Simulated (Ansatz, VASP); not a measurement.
# Pb: VASP beside Ansatz

```
Pb
1.0
     3.30600    0.00000    0.00000
    -1.65300    2.86308    0.00000
     0.00000    0.00000    5.86950
Pb
2
Direct
  0.33333 0.66667 0.25000
  0.66667 0.33333 0.75000
```

Change from the starting cell: strain -0.050 along x and y, +0.050 along z, atoms carried along.

Alike in both runs: task single point; functional r2SCAN; k mesh 18 × 18 × 10; occupations gaussian, width 0.15 eV; no spin polarisation.

|  | VASP | Ansatz |
| --- | --- | --- |
| version | VASP 6.6.1 | Ansatz 0.2.0 |
| potentials or method | VASP PAW PBE potentials, release 64 (Pb_d), cutoff 520 eV | scalar-relativistic, plane waves, PAW |
| valence electrons in the cell | 28 | 28 |

```tsv
	VASP	Ansatz	Ansatz less VASP
gap on the k mesh at the Fermi level (eV)	none	none	-
pressure (GPa)	6.7	6.6	-0.03
traceless stress, the component that is largest in VASP (GPa)	-3.36	-3.34	+0.012
```

VASP's potentials were made for PBE, not for r2SCAN. A gap of «none» marks a metal or a gap that the smearing closes.

Neither program's run includes spin-orbit coupling.
